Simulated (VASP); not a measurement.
Runs of VASP 6.6.1 on Mg2Sn. The structure is that of space group Fm-3m (No. 225), or close to it. The cells are those of the table. 

```csv
level,cell,cutoff (eV),gap on the mesh (eV),pressure (GPa)
PBE,"a = 4.732 Å, angles 60.0°, 3 atoms",600,none,2.5
r2SCAN,"a = 4.971 Å, angles 60.0°, 3 atoms",660,none,-4.4
PBE,"a = 4.589 Å, angles 60.0°, 3 atoms",600,(b),(a)
r2SCAN,"a = 4.876 Å, angles 60.0°, 3 atoms",660,0.07,-2.6
PBE,"a = 4.637 Å, angles 60.0°, 3 atoms",600,none,6.0
```

Alike in all rows: task single point; potentials or basis VASP PAW PBE potentials, release 64 (Sn_d, Mg); no spin polarisation; k mesh 6 × 6 × 6; smearing fermi-dirac 0.02 eV.

Problem. Estimate the missing entries.

Solution. (a) 8.0; (b) 0.01.

Caveats: spin-orbit coupling is left out, which moves the levels of the heavy elements; the PAW data sets were made with another functional, which shifts forces and pressure a little (some runs).

A k mesh can miss the band edges, and the runs leave out spin-orbit coupling on Sn.

A gap of «none» marks levels without a gap at the run's occupations.
